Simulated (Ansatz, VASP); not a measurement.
Two plane-wave programs on TeP

Contents of INCAR:

```
SYSTEM = TeP
PREC     = Accurate       ! precision mode
ENCUT    = 500            ! plane-wave cutoff, eV
EDIFF    = 1E-6           ! SCF threshold, eV
ISMEAR   = 0              ! smearing method
SIGMA    = 0.1            ! smearing width, eV
LREAL    = .FALSE.        ! projectors in reciprocal space
LASPH    = .TRUE.         ! aspherical terms in the spheres
NELM     = 120            ! most SCF steps
ALGO     = Normal         ! electronic algorithm
ISIF     = 2              ! what is computed and relaxed
LWAVE    = .FALSE.        ! write WAVECAR
LCHARG   = .TRUE.         ! write CHGCAR
GGA      = PE             ! functional
LELF     = .TRUE.         ! ELF
LVHAR    = .TRUE.       
NBANDS   = 19             ! bands
GGA_COMPAT= .FALSE.
```

File KPOINTS:

```
regular mesh
0
G
  4 6 4
  0 0 0
```

POSCAR

```
TeP
1.0
    5.1146289300      0.0000000000      0.0000000000
    0.0000000000      3.3857780200      0.0000000000
    0.0000000000      0.0000000000      5.2218700300
Te P
2 2
Direct
    0.2500000000      0.5000000000      0.8119999600
    0.7500000000      0.5000000000      0.1880000400
    0.2500000000      0.0000000000      0.3119999900
    0.7500000000      0.0000000000      0.6880000100
```

Input for Ansatz:

```yaml
crystal:
  lattice:
    - [5.11462893, 0.0, 0.0]
    - [0.0, 3.38577802, 0.0]
    - [0.0, 0.0, 5.22187003]
  atoms:
    - { symbol: Te, position: [0.25, 0.5, 0.81199996] }
    - { symbol: Te, position: [0.75, 0.5, 0.18800004] }
    - { symbol: P, position: [0.25, 0.0, 0.31199999] }
    - { symbol: P, position: [0.75, 0.0, 0.68800001] }
basis:
  ecutwfc: 420
kpoints:
  mp_grid: { grid: [4, 6, 4] }
hamiltonian:
  xc: pbe
scf:
  occupations: { method: gaussian, width: 0.1 }
  lower_state_search: "off"
output:
  forces: true
  stress: true
  eigenvalues: true
```

Change from the starting cell: species swapped into the CdAu type (Pmma, No. 51).

Alike in both runs: task single point; functional PBE; k mesh 4 × 6 × 4; occupations gaussian, width 0.1 eV; no spin polarisation.

|  | VASP | Ansatz |
| --- | --- | --- |
| version | VASP 6.6.1 | Ansatz 0.2.0 |
| potentials or method | VASP PAW PBE potentials, release 64 (Te, P), cutoff 500 eV | scalar-relativistic, plane waves, PAW |
| valence electrons in the cell | 22 | 42 |

```csv
,VASP,Ansatz,Ansatz less VASP
gap on the k mesh at the Fermi level (eV),none,none,-
pressure (GPa),-3.7,-3.6,+0.11
"traceless stress, the component that is largest in VASP (GPa)",3.20,3.20,-0.002
rms of the force components (eV/Å),0.263,0.264,+0.0015
```

Atom by atom the forces differ by 0.002 eV/Å (rms over components). A gap of «none» marks a metal or a gap that the smearing closes. VASP's potentials hold 22 valence electrons a cell and Ansatz's 42, so a difference there can come from the potentials and not from the codes.

Spin-orbit coupling is off throughout.
